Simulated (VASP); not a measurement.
The system is Ir.

```
CELL_PARAMETERS angstrom
2.75138 0.00000 0.00000
-1.37569 2.38276 0.00000
0.00000 0.00000 4.46229
ATOMIC_POSITIONS crystal
Ir 0.66667 0.33333 0.75000
Ir 0.33333 0.66667 0.25000
```

| Property | Result |
| --- | --- |
| Program | VASP 6.6.1 |
| Task | relaxation of cell and atoms |
| Functional | LDA |
| Potentials or basis | VASP PAW LDA potentials, release 64 (Ir) |
| Cutoff | 600 eV |
| k mesh | 10 × 10 × 5 |
| Occupations | gaussian, width 0.15 eV |
| Spin | no spin polarisation |

At the start: pressure -15.5 GPa; volume 14.63 Å³/atom.

Task: Where does the relaxation end?

Result: Over 10 steps the energy falls by 33.6 meV/atom and the volume is 14.00 Å³/atom (-4.3 %); space group P6_3/mmc (No. 194, to 0.05 Å).

Step by step:
```
step  energy change (eV)  largest force (eV/Å)  pressure (GPa)  volume (Å³)
   1              0.0000                0.0000          -15.48        29.25
   2              1.1052                0.0000          102.11        23.67
   3             -0.0647                0.0000           -1.07        28.08
   4             -0.0651                0.0000           -0.14        28.01
   5             -0.0651                0.0000            0.28        27.99
   6             -0.0666                0.0000            0.12        28.00
   7             -0.0671                0.0000            0.15        27.99
   8             -0.0671                0.0000            0.16        27.99
   9             -0.0671                0.0000           -0.45        28.04
  10             -0.0671                0.0000           -0.03        28.00
```

Final structure:
```cif
data_structure
_symmetry_space_group_name_H-M 'P 1'
_symmetry_Int_Tables_number 1
_cell_length_a 2.6998
_cell_length_b 2.6998
_cell_length_c 4.4366
_cell_angle_alpha 90.000
_cell_angle_beta 90.000
_cell_angle_gamma 120.000
_cell_volume 28.00
loop_
_atom_site_label
_atom_site_type_symbol
_atom_site_fract_x
_atom_site_fract_y
_atom_site_fract_z
_atom_site_occupancy
Ir1 Ir 0.66667 0.33333 0.75000 1
Ir2 Ir 0.33333 0.66667 0.25000 1
```
